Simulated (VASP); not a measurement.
# GaP (F-43m) in VASP: single point with PBE

Aim: the single point of GaP with PBE.

Everything below comes from runs of VASP 6.6.1. Logs are shortened: lines on timing, memory, paths and dates and some standing lists are left out, and cuts for length are marked.

**Experimental background.**

From “Stacking defects in GaP nanowires: Electronic structure and optical properties”, 2018, arxiv:1810.01194, for a bulk crystal of GaP at 10 K: band gap 2.34 eV (indirect).

How close the calculation comes is told below.

## (1) The cell of the first run

The structure is cubic, space group F-43m (No. 216). The conventional cell has a = 5.451 Å, b = 5.451 Å, c = 5.451 Å, α = 90.00°, β = 90.00°, γ = 90.00°. Within 3.1 Å of Ga (site symmetry -43m) lie 4 P at 2.36 Å. P (site symmetry -43m) has 4 Ga at 2.36 Å within 3.1 Å.

## (2) Single point, PBE

File INCAR:

```
SYSTEM = GaP
PREC = Accurate
ENCUT = 500
EDIFF = 1E-6
ISMEAR = 0
SIGMA = 0.01
LREAL = .FALSE.
LASPH = .TRUE.
NELM = 120
ALGO = Normal
ISIF = 2
LWAVE = .FALSE.
LCHARG = .FALSE.
GGA = PE
NBANDS = 16
GGA_COMPAT = .FALSE.
```

File KPOINTS:

```
regular mesh
0
G
  5 5 5
  0 0 0
```

File POSCAR:

```
GaP
1.0
    0.0000000000      2.7252500000      2.7252500000
    2.7252500000      0.0000000000      2.7252500000
    2.7252500000      2.7252500000      0.0000000000
Ga P
1 1
Direct
    0.0000000000      0.0000000000      0.0000000000
    0.2500000000      0.2500000000      0.2500000000
```

Potentials or basis: VASP PAW PBE potentials, release 64 (Ga_d, P).

Launch:

```
cat potpaw_PBE.64/Ga_d/POTCAR potpaw_PBE.64/P/POTCAR > POTCAR
mpirun -np 1 vasp_std > vasp.out
```

OUTCAR:

```text
SYSTEM = GaP
   PREC = Accurate
   ENCUT = 500
   EDIFF = 1E-6
   ISMEAR = 0
   LREAL = .FALSE.
   LASPH = .TRUE.
   NELM = 120
   ISIF = 2
   GGA = PE

 ion  position               nearest neighbor table
   1  0.000  0.000  0.000-   2 2.36   2 2.36   2 2.36   2 2.36
   2  0.250  0.250  0.250-   1 2.36   1 2.36   1 2.36   1 2.36

  LATTYP: Found a face centered cubic cell.
 ALAT       =     5.4505000000

  Lattice vectors:

 A1 = (   0.0000000000,   2.7252500000,   2.7252500000)
 A2 = (   2.7252500000,   0.0000000000,   2.7252500000)
 A3 = (   2.7252500000,   2.7252500000,   0.0000000000)

Analysis of symmetry for initial positions (statically):
=====================================================================
 Subroutine PRICEL returns:
 Original cell was already a primitive cell.

 Routine SETGRP: Setting up the symmetry group for a
 face centered cubic supercell.

 Subroutine GETGRP returns: Found 24 space group operations
 (whereof 24 operations were pure point group operations)
 out of a pool of 48 trial point group operations.

The static configuration has the point symmetry T_d .

Analysis of symmetry for dynamics (positions and initial velocities):
=====================================================================
 Subroutine PRICEL returns:
 Original cell was already a primitive cell.

 Routine SETGRP: Setting up the symmetry group for a
 face centered cubic supercell.

 Subroutine GETGRP returns: Found 24 space group operations
 (whereof 24 operations were pure point group operations)
 out of a pool of 48 trial point group operations.

The dynamic configuration has the point symmetry T_d .

 Subroutine INISYM returns: Found 24 space group operations
 (whereof 24 operations are pure point group operations),
 and found     1 'primitive' translations

----------------------------------------------------------------------------------------

                                     Primitive cell

  volume of cell :      40.4808

  direct lattice vectors                    reciprocal lattice vectors
     0.000000000  2.725250000  2.725250000    -0.183469406  0.183469406  0.183469406
     2.725250000  0.000000000  2.725250000     0.183469406 -0.183469406  0.183469406
     2.725250000  2.725250000  0.000000000     0.183469406  0.183469406 -0.183469406

  length of vectors
     3.854085511  3.854085511  3.854085511     0.317778334  0.317778334  0.317778334

  position of ions in fractional coordinates (direct lattice)
     0.000000000  0.000000000  0.000000000
     0.250000000  0.250000000  0.250000000

  ion indices of the primitive-cell ions
   primitive index   ion index
                 1           1
                 2           2

----------------------------------------------------------------------------------------

 KPOINTS: regular mesh

Automatic generation of k-mesh.
 Grid dimensions read from file:
 generate k-points for:    5    5    5

 Generating k-lattice:

  Cartesian coordinates                     Fractional coordinates (reciprocal lattice)
    -0.036693881  0.036693881  0.036693881     0.200000000  0.000000000  0.000000000
     0.036693881 -0.036693881  0.036693881     0.000000000  0.200000000  0.000000000
     0.036693881  0.036693881 -0.036693881     0.000000000  0.000000000  0.200000000

  Length of vectors
     0.063555667  0.063555667  0.063555667

  Shift w.r.t. Gamma in fractional coordinates (k-lattice)
     0.000000000  0.000000000  0.000000000

 Subroutine IBZKPT returns following result:
 ===========================================

 Found     10 irreducible k-points:

 Following reciprocal coordinates:
            Coordinates               Weight
  0.000000  0.000000  0.000000      1.000000
  0.200000  0.000000  0.000000      8.000000
  0.400000  0.000000  0.000000      8.000000
  0.200000  0.200000  0.000000      6.000000
  0.400000  0.200000  0.000000     24.000000
 -0.400000  0.200000  0.000000     24.000000
 -0.200000  0.200000  0.000000     12.000000
  0.400000  0.400000  0.000000      6.000000
 -0.400000  0.400000  0.000000     12.000000
 -0.400000  0.400000  0.200000     24.000000
   k-points           NKPTS =     10   k-points in BZ     NKDIM =     10   number of bands    NBANDS=     16
   number of dos      NEDOS =    301   number of ions     NIONS =      2
   total plane-waves  NPLWV =  21952
   dimension x,y,z NGX =    28 NGY =   28 NGZ =   28
   dimension x,y,z NGXF=    56 NGYF=   56 NGZF=   56
   ions per type =               1   1
   NGX,Y,Z   is equivalent  to a cutoff of  12.08, 12.08, 12.08 a.u.
   NGXF,Y,Z  is equivalent  to a cutoff of  24.16, 24.16, 24.16 a.u.
 SYSTEM =  GaP
   PREC   = accura    normal or accurate (medium, high low for compatibility)
   ISTART =      0    job   : 0-new  1-cont  2-samecut
   ICHARG =      2    charge: 1-file 2-atom 10-const
   ISPIN  =      1    spin polarized calculation?
   LNONCOLLINEAR =      F non collinear calculations
   LSORBIT =      F    spin-orbit coupling
   LASPH  =      T    aspherical Exc in radial PAW
   ENCUT  =  500.0 eV  36.75 Ry    6.06 a.u.   7.03  7.03  7.03*2*pi/ulx,y,z
   NELM   =    120;   NELMIN=  2; NELMDL= -5     # of ELM steps
   EDIFF  = 0.1E-05   stopping-criterion for ELM
   LREAL  =      F    real-space projection
   EDIFFG = 0.1E-04   stopping-criterion for IOM
   NSW    =      0    number of steps for IOM
   IBRION =     -1    ionic relax: 0-MD 1-quasi-New 2-CG
   NFREE  =      0    steps in history (QN), initial steepest desc. (CG)
   ISIF   =      2    stress and relaxation
   ISYM   =      2    0-nonsym 1-usesym 2-fastsym
   POTIM  = 0.5000    time-step for ionic-motion
   TEBEG  =    0.0;   TEEND  =   0.0 temperature during run
   PSTRESS=    0.0 pullay stress
   NELECT =      18.0000    total number of electrons
   NUPDOWN=      -1.0000    fix difference up-down
   EMIN   =  10.00;   EMAX   =-10.00  energy-range for DOS
   EFERMI =   0.00;   METHOD = LEGACY
   ISMEAR =     0;   SIGMA  =   0.01  broadening in eV -4-tet -1-fermi 0-gaus
   EFERMI_NEDOS =   21; number of points for ismear=-14 and -15
   IALGO  =     38    algorithm
   IMIX   =      4    mixing-type and parameters
     AMIX     =   0.40;   BMIX     =  1.00
     AMIX_MAG =   1.60;   BMIX_MAG =  1.00
  volume/ion in A,a.u.               =      20.24       136.59
  Fermi-wavevector in a.u.,A,eV,Ry     =   1.249538  2.361284 21.243377  1.561344
  Thomas-Fermi vector in A             =   2.383574
   LORBIT       =      0    0 simple, 1 ext, 2 COOP (PROOUT), +10 PAW based schemes
   GGA     = PE    functional components
   LHFCALC =     F    Hartree Fock is set to
   AEXX    =    0.0000 exact exchange contribution
   IVDW    =     0    specifies the selected vdW correction
   LEPSILON=     F    determine dielectric tensor
   LRPA    =     F    only Hartree local field effects (RPA)
 non-spin polarized calculation
 Gauss-broadening in eV      SIGMA  =   0.01
  energy-cutoff  :      500.00
  volume of cell :       40.48
 maximum number of plane-waves:      1032
   NGX = 13   NGY = 13   NGZ = 13

 number of electron      18.0000016 magnetization

 Free energy of the ion-electron system (eV)
  ---------------------------------------------------
  ext. energy  EPLUGINS =         0.00000000
  ---------------------------------------------------
  free energy    TOTEN  =        -9.07260909 eV

  energy without entropy =       -9.07260909  energy(sigma->0) =       -9.07260909

 E-fermi :   4.7564     XC(G=0):  -9.8248

 val. band max:        4.6699250608   @ k =   0.0000   0.0000   0.0000
 cond. band min:       6.2643619841   @ k =   0.4000   0.4000   0.0000
 fundamental gap:      1.5944369234
 Fermi energy:         4.7563818083

 k-point     1 :       0.0000    0.0000    0.0000
  band No.  band energies     occupation
      1      -9.8995      2.00000
      2      -9.8995      2.00000
      3      -9.8995      2.00000
      4      -9.8003      2.00000
      5      -9.8003      2.00000
      6      -7.8251      2.00000
[... 8 lines left out ...]
     15      14.4482      0.00000
     16      14.4482      0.00000

 k-point     2 :       0.2000    0.0000    0.0000
  band No.  band energies     occupation
      1      -9.9303      2.00000
      2      -9.8889      2.00000
      3      -9.8889      2.00000
      4      -9.7999      2.00000
      5      -9.7999      2.00000
      6      -7.3177      2.00000
[... 8 lines left out ...]
     15      13.5589      0.00000
     16      14.7694      0.00000

 k-point     3 :       0.4000    0.0000    0.0000
  band No.  band energies     occupation
      1      -9.9735      2.00000
      2      -9.8763      2.00000
      3      -9.8763      2.00000
      4      -9.7945      2.00000
      5      -9.7945      2.00000
      6      -6.0951      2.00000
[... 8 lines left out ...]
     15      15.2003      0.00000
     16      15.2003      0.00000

 k-point     4 :       0.2000    0.2000    0.0000
  band No.  band energies     occupation
      1      -9.9480      2.00000
      2      -9.8777      2.00000
      3      -9.8777      2.00000
      4      -9.8109      2.00000
      5      -9.7928      2.00000
      6      -7.1488      2.00000
[... 8 lines left out ...]
     15      15.0660      0.00000
     16      16.2438      0.00000

 k-point     5 :       0.4000    0.2000    0.0000
  band No.  band energies     occupation
      1      -9.9795      2.00000
      2      -9.8666      2.00000
      3      -9.8618      2.00000
      4      -9.8136      2.00000
      5      -9.7881      2.00000
      6      -6.1178      2.00000
[... 8 lines left out ...]
     15      16.1963      0.00000
     16      16.7646      0.00000

 k-point     6 :      -0.4000    0.2000    0.0000
  band No.  band energies     occupation
      1      -9.9847      2.00000
      2      -9.8685      2.00000
      3      -9.8611      2.00000
      4      -9.8024      2.00000
      5      -9.7947      2.00000
      6      -5.4506      2.00000
[... 8 lines left out ...]
     15      14.7238      0.00000
     16      17.1491      0.00000

 k-point     7 :      -0.2000    0.2000    0.0000
  band No.  band energies     occupation
      1      -9.9607      2.00000
      2      -9.8761      2.00000
      3      -9.8751      2.00000
      4      -9.8038      2.00000
      5      -9.7961      2.00000
      6      -6.5429      2.00000
[... 8 lines left out ...]
     15      15.9816      0.00000
     16      16.7384      0.00000

 k-point     8 :       0.4000    0.4000    0.0000
  band No.  band energies     occupation
      1     -10.0075      2.00000
      2      -9.8409      2.00000
      3      -9.8409      2.00000
      4      -9.8321      2.00000
      5      -9.7807      2.00000
      6      -5.4276      2.00000
[... 8 lines left out ...]
     15      16.6153      0.00000
     16      19.0410      0.00000

 k-point     9 :      -0.4000    0.4000    0.0000
  band No.  band energies     occupation
      1     -10.0052      2.00000
      2      -9.8488      2.00000
      3      -9.8402      2.00000
      4      -9.8240      2.00000
      5      -9.7850      2.00000
      6      -4.8448      2.00000
[... 8 lines left out ...]
     15      15.5874      0.00000
     16      18.8434      0.00000

 k-point    10 :      -0.4000    0.4000    0.2000
  band No.  band energies     occupation
      1      -9.9937      2.00000
      2      -9.8623      2.00000
      3      -9.8449      2.00000
      4      -9.8153      2.00000
      5      -9.7903      2.00000
      6      -5.1441      2.00000
[... 8 lines left out ...]
     15      16.2349      0.00000
     16      18.8681      0.00000

------------------------ aborting loop because EDIFF is reached ----------------------------------------

  FORCE on cell =-STRESS in cart. coord.  units (eV):
  Direction    XX          YY          ZZ          XY          YZ          ZX
  --------------------------------------------------------------------------------------
  -------------------------------------------------------------------------------------
  Total        0.6374392      0.6374392      0.6374392      0.0000000      0.0000000     -0.0000000
  in kB       25.2290165     25.2290165     25.2290165      0.0000000      0.0000000     -0.0000000
  external PRESSURE =      25.2290165 kB  Pullay stress =       0.0000000 kB

 VOLUME and BASIS-vectors are now :
 -----------------------------------------------------------------------------
  energy-cutoff  :      500.00
  volume of cell :       40.48
      direct lattice vectors                 reciprocal lattice vectors
     0.000000000  2.725250000  2.725250000    -0.183469406  0.183469406  0.183469406
     2.725250000  0.000000000  2.725250000     0.183469406 -0.183469406  0.183469406
     2.725250000  2.725250000  0.000000000     0.183469406  0.183469406 -0.183469406

 POSITION                                       TOTAL-FORCE (eV/Angst)
 -----------------------------------------------------------------------------------
      0.00000      0.00000      0.00000        -0.000000     -0.000000     -0.000000
      1.36262      1.36262      1.36262         0.000000      0.000000      0.000000
 -----------------------------------------------------------------------------------
    total drift:                                0.000001      0.000001      0.000001

  FREE ENERGIE OF THE ION-ELECTRON SYSTEM (eV)
  ---------------------------------------------------
  free  energy   TOTEN  =        -9.0726090921 eV

  energy  without entropy=       -9.0726090921  energy(sigma->0) =       -9.07260909
```

It took 9.2 s on 1 thread of AMD EPYC 7R13 (Zen 3), shared host; peak memory 0.12 GiB.

What came out:

```
Free energy            : -9.0726 eV
Pressure               : 2.5 GPa
Band gap on the k mesh : 1.59 eV, indirect (least direct gap 1.82 eV)
```

## (3) How close it comes

Step 2. A measured gap of GaP is 2.34 eV (indirect; 10 K; quoted in “Stacking defects in GaP nanowires: Electronic structure and optical properties”, 2018, arxiv:1810.01194); the calculated 1.59 eV misses it by -0.75 eV. Spin-orbit coupling on Ga is left out. The value is that of PBE on a finite k mesh, which can miss the band edges, without temperature or zero-point motion. Semilocal functionals fall short of measured gaps as a rule.
